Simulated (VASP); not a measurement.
# Si8Mo3 in VASP: single point with PBE

Aim: the single point of Si8Mo3 with PBE.

Everything below comes from runs of VASP 6.6.1. Logs are shortened: lines on timing, memory, paths and dates and some standing lists are left out, and cuts for length are marked.

## 1. The cell of the first run

The cell holds a slab with vacuum, 11 atoms: a = 3.200 Å, b = 4.535 Å, c = 29.881 Å, α = 90.00°, β = 90.00°, γ = 110.66°.

## 2. Single point, PBE

INCAR

```
  PREC = Accurate
  ENCUT = 400
  EDIFF = 1E-6
  ISMEAR = 0
  SIGMA = 0.1
  LREAL = F
  LASPH = T
  NELM = 120
  ALGO = Normal
  ISIF = 2
  LWAVE = F
  LCHARG = F
  LDIPOL = T
  IDIPOL = 3
  DIPOL = 0.5 0.5 0.501
  GGA = PE
  NBANDS = 48
  GGA_COMPAT = F
  NELMDL = -8
  KPAR = 4
```

KPOINTS

```
Automatic mesh
0
Gamma
  20 14 1
```

POSCAR

```
Si8Mo3
1.0
    3.2000000000      0.0000000000      0.0000000000
   -1.6000000000      4.2436812100      0.0000000000
    0.0000000000      0.0000000000     29.8814486343
Si Mo
8 3
Direct
    0.7143367800      0.4286735600      0.3346557967
    0.4278157100      0.8556314200      0.3677841448
    0.8564892650      0.7129785300      0.4338424798
    0.5699681950      0.1399363900      0.4669708372
    0.9973208870      0.9945838776      0.5337127125
    0.7104487146      0.4201961937      0.5680447355
    0.1406165880      0.2822818013      0.6353292601
    0.8838342534      0.7688541254      0.6722593039
    0.1421524850      0.2843049700      0.4008133169
    0.2841800951      0.5682783906      0.4994838686
    0.4234163161      0.8464994912      0.5979416042
```

Potentials or basis: VASP PAW PBE potentials, release 64 (Si, Mo_sv).

Started as:

```bash
cat potpaw_PBE.64/Si/POTCAR potpaw_PBE.64/Mo_sv/POTCAR > POTCAR
mpirun -np 4 vasp_std > vasp.out
```

OUTCAR:

```text
PREC = Accurate
   ENCUT = 400
   EDIFF = 1E-6
   ISMEAR = 0
   LREAL = F
   LASPH = T
   NELM = 120
   ISIF = 2
   GGA = PE
   NELMDL = -8

 ion  position               nearest neighbor table
   1  0.714  0.429  0.335-   2 2.61   2 2.61   9 2.62   9 2.62   2 2.63
   2  0.428  0.856  0.368-   1 2.61   1 2.61   3 2.61   3 2.61   9 2.62   9 2.62   9 2.62   1 2.63

   3  0.856  0.713  0.434-  10 2.60  10 2.60   4 2.61   4 2.61   2 2.61   2 2.61   9 2.62   9 2.62
                             9 2.62   4 2.63
   4  0.570  0.140  0.467-  10 2.61  10 2.61   3 2.61   3 2.61  10 2.61   9 2.62   9 2.62   3 2.63
                             5 2.63   5 2.63
   5  0.997  0.995  0.534-  11 2.58  11 2.58   6 2.62   6 2.62  10 2.62  10 2.62   4 2.63   4 2.63
                            10 2.64   6 2.64
   6  0.710  0.420  0.568-  11 2.57  11 2.58  11 2.59   5 2.62   5 2.62   7 2.63   7 2.64   5 2.64
                            10 2.67  10 2.67
   7  0.141  0.282  0.635-   8 2.44   6 2.63   6 2.64  11 2.64  11 2.69  11 2.69   8 2.84   8 2.84

   8  0.884  0.769  0.672-   7 2.44  11 2.76  11 2.76   7 2.84   7 2.84
   9  0.142  0.284  0.401-   3 2.62   3 2.62   4 2.62   4 2.62   1 2.62   1 2.62   2 2.62   2 2.62
                             3 2.62   2 2.62  10 3.19
  10  0.284  0.568  0.499-   3 2.60   3 2.60   4 2.61   4 2.61   4 2.61   5 2.62   5 2.62   5 2.64
                             6 2.67   6 2.67  11 3.17   9 3.19
  11  0.423  0.846  0.598-   6 2.57   6 2.58   5 2.58   5 2.58   6 2.59   7 2.64   7 2.69   7 2.69
                             8 2.76   8 2.76  10 3.17

  LATTYP: Found a base centered orthorhombic cell.
 ALAT       =     3.2000000000
 B/A-ratio  =     2.6523007562
 C/A-ratio  =     9.3379526982

  Lattice vectors:

 A1 = (   1.6000000000,  -4.2436812100,   0.0000000000)
 A2 = (   1.6000000000,   4.2436812100,   0.0000000000)
 A3 = (   0.0000000000,   0.0000000000,  29.8814486343)

Analysis of symmetry for initial positions (statically):
=====================================================================
 Subroutine PRICEL returns:
 Original cell was already a primitive cell.

 Routine SETGRP: Setting up the symmetry group for a
 base centered orthorhombic supercell.

 Subroutine GETGRP returns: Found  1 space group operations
 (whereof  1 operations were pure point group operations)
 out of a pool of  8 trial point group operations.

The static configuration has the point symmetry C_1 .

Analysis of symmetry for dynamics (positions and initial velocities):
=====================================================================
 Subroutine PRICEL returns:
 Original cell was already a primitive cell.

 Routine SETGRP: Setting up the symmetry group for a
 base centered orthorhombic supercell.

 Subroutine GETGRP returns: Found  1 space group operations
 (whereof  1 operations were pure point group operations)
 out of a pool of  8 trial point group operations.

The dynamic configuration has the point symmetry C_1 .

 Subroutine INISYM returns: Found  1 space group operations
 (whereof  1 operations are pure point group operations),
 and found     1 'primitive' translations

----------------------------------------------------------------------------------------

                                     Primitive cell

  volume of cell :     405.7835

  direct lattice vectors                    reciprocal lattice vectors
     3.200000000  0.000000000  0.000000000     0.312500000  0.117822234  0.000000000
    -1.600000000  4.243681210  0.000000000     0.000000000  0.235644468  0.000000000
     0.000000000  0.000000000 29.881448634     0.000000000  0.000000000  0.033465580

  length of vectors
     3.200000000  4.535287225 29.881448634     0.333973545  0.235644468  0.033465580

  position of ions in fractional coordinates (direct lattice)
     0.714336780  0.428673560  0.334655797
     0.427815710  0.855631420  0.367784145
     0.856489265  0.712978530  0.433842480
     0.569968195  0.139936390  0.466970837
     0.997320887  0.994583878  0.533712712
     0.710448715  0.420196194  0.568044736
     0.140616588  0.282281801  0.635329260
     0.883834253  0.768854125  0.672259304
[... 55 lines left out ...]
|                                                                             |
 -----------------------------------------------------------------------------

 WARNING: IBZKPT: internal override: KBLOWUP is changed to .FALSE.
      ... skipping the blow-up phase ...

 Subroutine IBZKPT returns following result:
 ===========================================

 Found    142 irreducible k-points:

 Following reciprocal coordinates:
            Coordinates               Weight
  0.000000  0.000000  0.000000      1.000000
  0.050000  0.000000  0.000000      2.000000
  0.100000  0.000000  0.000000      2.000000
  0.150000  0.000000  0.000000      2.000000
  0.200000  0.000000  0.000000      2.000000
  0.250000  0.000000  0.000000      2.000000
[... 16 lines left out ...]
 -0.450000  0.071429  0.000000      2.000000
 -0.400000  0.071429  0.000000      2.000000
 [... further k-points ...]
   k-points           NKPTS =    142   k-points in BZ     NKDIM =    142   number of bands    NBANDS=     48
   number of dos      NEDOS =    301   number of ions     NIONS =     11
   total plane-waves  NPLWV = 141120
   dimension x,y,z NGX =    24 NGY =   30 NGZ =  196
   dimension x,y,z NGXF=    48 NGYF=   60 NGZF=  392
   ions per type =               8   3
   NGX,Y,Z   is equivalent  to a cutoff of  12.47, 11.00, 10.90 a.u.
   NGXF,Y,Z  is equivalent  to a cutoff of  24.94, 21.99, 21.81 a.u.
 SYSTEM =  unknown system
   PREC   = accura    normal or accurate (medium, high low for compatibility)
   ISTART =      0    job   : 0-new  1-cont  2-samecut
   ICHARG =      2    charge: 1-file 2-atom 10-const
   ISPIN  =      1    spin polarized calculation?
   LNONCOLLINEAR =      F non collinear calculations
   LSORBIT =      F    spin-orbit coupling
   LASPH  =      T    aspherical Exc in radial PAW
   ENCUT  =  400.0 eV  29.40 Ry    5.42 a.u.   5.22  7.40 48.73*2*pi/ulx,y,z
   NELM   =    120;   NELMIN=  2; NELMDL= -8     # of ELM steps
   EDIFF  = 0.1E-05   stopping-criterion for ELM
   LREAL  =      F    real-space projection
   EDIFFG = 0.1E-04   stopping-criterion for IOM
   NSW    =      0    number of steps for IOM
   IBRION =     -1    ionic relax: 0-MD 1-quasi-New 2-CG
   NFREE  =      0    steps in history (QN), initial steepest desc. (CG)
   ISIF   =      2    stress and relaxation
   ISYM   =      2    0-nonsym 1-usesym 2-fastsym
   POTIM  = 0.5000    time-step for ionic-motion
   TEBEG  =    0.0;   TEEND  =   0.0 temperature during run
   PSTRESS=    0.0 pullay stress
   NELECT =      74.0000    total number of electrons
   NUPDOWN=      -1.0000    fix difference up-down
   EMIN   =  10.00;   EMAX   =-10.00  energy-range for DOS
   EFERMI =   0.00;   METHOD = LEGACY
   ISMEAR =     0;   SIGMA  =   0.10  broadening in eV -4-tet -1-fermi 0-gaus
   EFERMI_NEDOS =   21; number of points for ismear=-14 and -15
   IALGO  =     38    algorithm
   IMIX   =      4    mixing-type and parameters
     AMIX     =   0.40;   BMIX     =  1.00
     AMIX_MAG =   1.60;   BMIX_MAG =  1.00
  volume/ion in A,a.u.               =      36.89       248.94
  Fermi-wavevector in a.u.,A,eV,Ry     =   0.928369  1.754363 11.726439  0.861869
  Thomas-Fermi vector in A             =   2.054538
   LORBIT       =      0    0 simple, 1 ext, 2 COOP (PROOUT), +10 PAW based schemes
   GGA     = PE    functional components
   LHFCALC =     F    Hartree Fock is set to
   AEXX    =    0.0000 exact exchange contribution
   IVDW    =     0    specifies the selected vdW correction
   LEPSILON=     F    determine dielectric tensor
   LRPA    =     F    only Hartree local field effects (RPA)
 non-spin polarized calculation
 Gauss-broadening in eV      SIGMA  =   0.10
  energy-cutoff  :      400.00
  volume of cell :      405.78
 maximum number of plane-waves:      7427
 NGX is ok and might be reduce to    24
   NGX = 11   NGY = 15   NGZ = 97

 dipolmoment           0.000000      0.000000     -0.020118 electrons x Angstroem

 number of electron      74.0000006 magnetization

 dipolmoment           0.000000      0.000000      0.030112 electrons x Angstroem

 Free energy of the ion-electron system (eV)
  ---------------------------------------------------
  ext. energy  EPLUGINS =         0.00000000
  ---------------------------------------------------
  free energy    TOTEN  =       -76.59854894 eV

  energy without entropy =      -76.56254162  energy(sigma->0) =      -76.58054528

 E-fermi :   0.8364     XC(G=0):  -5.2626

 val. band max:        0.8301149645   @ k =  -0.2500   0.1429   0.0000
 cond. band min:       0.8364286392   @ k =  -0.3000   0.1429   0.0000
 fundamental gap:      0.0063136746
 Fermi energy:         0.8363514614

 k-point     1 :       0.0000    0.0000    0.0000
  band No.  band energies     occupation
      1     -59.5767      2.00000
      2     -59.5183      2.00000
      3     -59.4252      2.00000
      4     -33.8191      2.00000
      5     -33.7421      2.00000
      6     -33.6973      2.00000
[... 1213 lines left out ...]
     47       4.4281      0.00000
     48       4.8210      0.00000

 [... further k-points ...]

------------------------ aborting loop because EDIFF is reached ----------------------------------------

 vacuum level on the upper side and lower side of the slab       (xc-potential included)         0.010        -0.372

  FORCE on cell =-STRESS in cart. coord.  units (eV):
  Direction    XX          YY          ZZ          XY          YZ          ZX
  --------------------------------------------------------------------------------------
  -------------------------------------------------------------------------------------
  Total       -2.1672662     -2.6152018      0.9850112      0.0007180     -0.4681525      0.0105491
  in kB       -8.5571365    -10.3257455      3.8891742      0.0028350     -1.8484323      0.0416516
  external PRESSURE =      -4.9979026 kB  Pullay stress =       0.0000000 kB

 VOLUME and BASIS-vectors are now :
 -----------------------------------------------------------------------------
  energy-cutoff  :      400.00
  volume of cell :      405.78
      direct lattice vectors                 reciprocal lattice vectors
     3.200000000  0.000000000  0.000000000     0.312500000  0.117822234  0.000000000
    -1.600000000  4.243681210  0.000000000     0.000000000  0.235644468  0.000000000
     0.000000000  0.000000000 29.881448634     0.000000000  0.000000000  0.033465580

 POSITION                                       TOTAL-FORCE (eV/Angst)
 -----------------------------------------------------------------------------------
      1.60000      1.81915     10.00000        -0.000139      0.199751     -0.331158
     -0.00000      3.63103     10.98992        -0.000095      0.128726     -0.249091
      1.60000      3.02565     12.96384         0.000766     -0.106413     -0.026700
      1.60000      0.59385     13.95377         0.000693      0.092875      0.154021
      1.60009      4.22070     15.94811         0.001640      0.013863     -0.004639
      1.60112      1.78318     16.97400        -0.008179     -0.027750     -0.001638
     -0.00168      1.19791     18.98456         0.006565     -0.000192     -0.025790
      1.59810      3.26277     20.08808         0.002828      0.020178      0.036844
     -0.00000      1.20650     11.97688         0.000566     -0.300145      0.421185
      0.00013      2.41159     14.92530        -0.000028     -0.007314      0.032097
      0.00053      3.59227     17.86736        -0.004616     -0.013580     -0.005130
 -----------------------------------------------------------------------------------
    total drift:                                0.000179      0.000356     -0.000228

  FREE ENERGIE OF THE ION-ELECTRON SYSTEM (eV)
  ---------------------------------------------------
  free  energy   TOTEN  =       -76.5985489388 eV

  energy  without entropy=      -76.5625416206  energy(sigma->0) =      -76.58054528

 vacuum level on the upper side and lower side of the slab         6.301         5.906
```

Run time: 17 min. Hardware: 4 MPI ranks of Intel Xeon Platinum 8259CL at 2.50GHz (Skylake/Cascade Lake), shared host; peak memory 1.4 GiB.

Results:

| Item | Value |
| --- | --- |
| Free energy | -76.5985 eV |
| Largest force | 0.517 eV/Å |
| Band gap on the k mesh | zero (bands 37 and 38 overlap by 0.60 eV) |

Forces on the atoms (eV/Å):
```
Si   0.000  0.200 -0.331
Si   0.000  0.129 -0.249
Si   0.001 -0.106 -0.027
Si   0.001  0.093  0.154
Si   0.002  0.014 -0.005
Si  -0.008 -0.028 -0.002
Si   0.007  0.000 -0.026
Si   0.003  0.020  0.037
Mo   0.001 -0.300  0.421
Mo   0.000 -0.007  0.032
Mo  -0.005 -0.014 -0.005
```
